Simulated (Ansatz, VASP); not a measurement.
Given: the input of a run of VASP 6.6.1 on CaSe.

File INCAR:

```
SYSTEM = CaSe
PREC     = Accurate       ! precision mode
ENCUT    = 600            ! plane-wave cutoff, eV
EDIFF    = 1E-7           ! SCF threshold, eV
ISMEAR   = -1             ! smearing method
SIGMA    = 0.05           ! smearing width, eV
LREAL    = .FALSE.        ! projectors in reciprocal space
LASPH    = .TRUE.         ! aspherical terms in the spheres
NELM     = 80             ! most SCF steps
ALGO     = Normal         ! electronic algorithm
ISIF     = 3              ! what is computed and relaxed
LWAVE    = .FALSE.        ! write WAVECAR
LCHARG   = .FALSE.        ! write CHGCAR
GGA      = PE             ! functional
IBRION   = 2              ! ionic algorithm
NSW      = 60             ! ionic steps
EDIFFG   = -0.01          ! ionic threshold
```

Contents of KPOINTS:

```
Automatic mesh
0
G
  8 8 8
  0 0 0
```

The input POSCAR:

```
CaSe
1.0
    0.0000000000      2.9560000000      2.9560000000
    2.9560000000      0.0000000000      2.9560000000
    2.9560000000      2.9560000000      0.0000000000
Se Ca
1 1
Direct
    0.5000000000      0.5000000000      0.5000000000
    0.0000000000      0.0000000000      0.0000000000
```

Potentials or basis: VASP PAW PBE potentials, release 64 (Se, Ca_sv).

Command:

```sh
$ cat potpaw_PBE.64/Se/POTCAR potpaw_PBE.64/Ca_sv/POTCAR > POTCAR
$ mpirun -np 1 vasp_std > vasp.out
```

Q: Set up the same calculation for Ansatz 0.2.0. Potentials there: Ansatz PAW.

A: As run (the cutoff follows the program's own potentials):

Contents of input.yaml:

```yaml
crystal:
  lattice:
    - [0.0, 2.956, 2.956]
    - [2.956, 0.0, 2.956]
    - [2.956, 2.956, 0.0]
  atoms:
    - { symbol: Se, position: [0.5, 0.5, 0.5] }
    - { symbol: Ca, position: [0.0, 0.0, 0.0] }
hamiltonian:
  xc: pbe
  pseudopotentials: { kind: paw }
kpoints:
  mp_grid: { grid: [8, 8, 8] }
scf:
  occupations: { method: fermi_dirac, width: 0.05 }
output:
  forces: true
  stress: true
  eigenvalues: true
relax:
  f_tol: 0.01
  max_steps: 40
  cell: { stress_tol: 0.05 }
```

Potentials or basis: Ansatz PAW.

Launch:

```console
$ ansatz run input.yaml --threads 2 --pin off --max-ram 5632MiB --backend cpu --events-out ev --progress --plain --runs-dir out
```

Both were run:

|  | VASP | Ansatz | Ansatz less VASP |
| --- | --- | --- | --- |
| gap on the k mesh at the Fermi level, each at its own relaxed structure (eV) | 2.08 | 2.08 | +0.001 |
| relaxed volume (Å³/atom) | 26.53 | 26.45 | -0.088 |
| relaxed length of the cell vector where the two differ most in proportion (Å) | 4.218 | 4.213 | -0.0047 |

VASP's potentials hold 16 valence electrons a cell and Ansatz's 26, so a difference there can come from the potentials and not from the codes.

Noted on Ansatz's run: the plane-wave basis is chosen anew once the cell has moved, so the energies of steps on either side of that aren't comparable.
